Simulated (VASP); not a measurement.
Input of a VASP 6.6.1 run:

Contents of INCAR:

```
PREC = Accurate ; ENCUT = 600
EDIFF = 1E-6 ; ISMEAR = 0
SIGMA = 0.1 ; LREAL = False
LASPH = True ; NELM = 120
ALGO = Normal ; ISIF = 2
LWAVE = False ; LCHARG = True
GGA = PE ; LELF = True
LVHAR = True ; NBANDS = 25
GGA_COMPAT = False
```

KPOINTS

```
Automatic mesh
0
Gamma
  12 12 8
```

Contents of POSCAR:

```
CaF
1.0
    3.8165681663      0.0000000000      0.0000000000
    0.0000000000      3.8165681663      0.0000000000
    0.0000000000      0.0000000000      5.5279054453
Ca F
2 2
Direct
    0.5000000000      0.0000000000      0.7649439892
    0.0000000000      0.5000000000      0.2350560108
    0.0000000000      0.0000000000      0.0000000000
    0.5000000000      0.5000000000      0.0000000000
```

Potentials or basis: VASP PAW PBE potentials, release 64 (Ca_sv, F).

The run is started by

```sh
$ cat potpaw_PBE.64/Ca_sv/POTCAR potpaw_PBE.64/F/POTCAR > POTCAR
$ mpirun -np 1 vasp_std > vasp.out
```

Question: Predict the pressure.

Answer: 4.4 GPa.

Question: Predict the largest force.

Answer: 0.063 eV/Å.

Question: What does it give for the band gap on the k mesh?

Answer: Zero (bands 17 and 18 overlap by 1.31 eV).

Forces in eV/Å, atoms in the order of the input:
```
Ca   0.000  0.000 -0.063
Ca   0.000  0.000  0.063
F    0.000  0.000  0.000
F    0.000  0.000  0.000
```

Caveat: the cell stands under pressure.
